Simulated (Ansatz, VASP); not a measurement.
# MoS2 in VASP and in Ansatz

File INCAR:

```
SYSTEM = MoS2
PREC     = Accurate       ! precision mode
ENCUT    = 520            ! plane-wave cutoff, eV
EDIFF    = 1E-6           ! SCF threshold, eV
ISMEAR   = 0              ! smearing method
SIGMA    = 0.15           ! smearing width, eV
LREAL    = .False.        ! projectors in reciprocal space
LASPH    = .True.         ! aspherical terms in the spheres
NELM     = 60             ! most SCF steps
ALGO     = Normal         ! electronic algorithm
ISIF     = 2              ! what is computed and relaxed
LWAVE    = .False.        ! write WAVECAR
LCHARG   = .False.        ! write CHGCAR
GGA      = PS             ! functional
NBANDS   = 20             ! bands
```

File KPOINTS:

```
regular mesh
0
Gamma
  18 18 8
  0 0 0
```

Contents of POSCAR:

```
MoS2
1.0
    3.1411847469      0.0000000000      0.0000000000
   -1.5705923735      2.7203457888      0.0000000000
    0.0000000000      0.0000000000      6.1247114470
Mo S
1 2
Direct
    0.0000000000      0.0000000000      0.5000000000
    0.3333333333      0.6666666667      0.2492261688
    0.6666666667      0.3333333333      0.7671011310
```

Input for Ansatz:

```yaml
crystal:
  lattice:
    - [3.1411847469, 0.0, 0.0]
    - [-1.5705923735, 2.7203457888, 0.0]
    - [0.0, 0.0, 6.124711447]
  atoms:
    - { symbol: Mo, position: [0.0, 0.0, 0.5] }
    - { symbol: S, position: [0.3333333333, 0.6666666667, 0.2492261688] }
    - { symbol: S, position: [0.6666666667, 0.3333333333, 0.767101131] }
basis:
  ecutwfc: 420
kpoints:
  mp_grid: { grid: [18, 18, 8] }
hamiltonian:
  xc: pbesol
scf:
  occupations: { method: gaussian, width: 0.15 }
output:
  forces: true
  stress: true
  eigenvalues: true
```

Change from the starting cell: all S atoms moved +0.050 Å, as atom 2 along Cartesian [0 0 1].

Alike in both runs: task single point; functional PBEsol; k mesh 18 × 18 × 8; occupations gaussian, width 0.15 eV; no spin polarisation.

|  | VASP | Ansatz |
| --- | --- | --- |
| version | VASP 6.6.1 | Ansatz 0.2.0 |
| potentials or method | VASP PAW PBE potentials, release 64 (Mo_sv, S), cutoff 520 eV | scalar-relativistic, plane waves, PAW |
| valence electrons in the cell | 26 | 26 |

|  | VASP | Ansatz | Ansatz less VASP |
| --- | --- | --- | --- |
| gap on the k mesh at the Fermi level (eV) | none | none | - |
| pressure (GPa) | 0.3 | 0.2 | -0.01 |
| traceless stress, the component that is largest in VASP (GPa) | -0.03 | -0.05 | -0.018 |
| rms of the force components (eV/Å) | 0.459 | 0.458 | -0.0012 |

VASP's potentials were made for PBE, not for PBEsol. Atom by atom the forces differ by 0.002 eV/Å (rms over components). A gap of «none» marks a metal or a gap that the smearing closes. The functional is the same, so the differences come from potentials, cutoffs and numerics.
